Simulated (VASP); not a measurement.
## In3As: single point with r2SCAN

The system is In3As.

```
CELL_PARAMETERS angstrom
4.67168 0.00000 0.00000
0.00000 4.67168 0.00000
0.00000 0.00000 4.67168
ATOMIC_POSITIONS crystal
In 0.50000 0.50000 0.00000
In 0.50000 0.00000 0.50000
In 0.00000 0.50000 0.50000
As 0.00000 0.00000 0.00000
```

| Quantity | Value |
| --- | --- |
| Program | VASP 6.6.1 |
| Task | single point |
| Functional | r2SCAN |
| Potentials or basis | VASP PAW PBE potentials, release 64 (In_d, As_d) |
| Cutoff | 560 eV |
| k mesh | 5 × 5 × 5 |
| Occupations | fermi-dirac, width 0.05 eV |
| Spin | no spin polarisation |
| Dipole correction | no |
| Further INCAR settings | ALGO = Normal; EDIFF = 1e-06; NBANDS = 35 |

| Quantity | Value |
| --- | --- |
| Pressure | -0.5 GPa |
| Band gap on the k mesh | zero (bands 27 and 28 overlap by 2.29 eV) |

Levels at points of the mesh, in eV from the Fermi level:
| k point | band 24 | band 25 | band 26 | band 27 | band 28 | band 29 | band 30 | band 31 |
| --- | --- | --- | --- | --- | --- | --- | --- | --- |
| (0.00, 0.00, 0.00) | -3.19 | -3.19 | -1.99 | -1.99 | 2.01 | 2.01 | 2.01 | 4.68 |

Run time: 47 s on 1 thread of Intel(R) Xeon(R) 6975P-C (Granite Rapids) (shared host), peak memory 0.22 GiB.

Caveat: the PAW data sets were made with another functional, which shifts forces and pressure a little; spin-orbit coupling is left out, which moves the levels of the heavy elements.
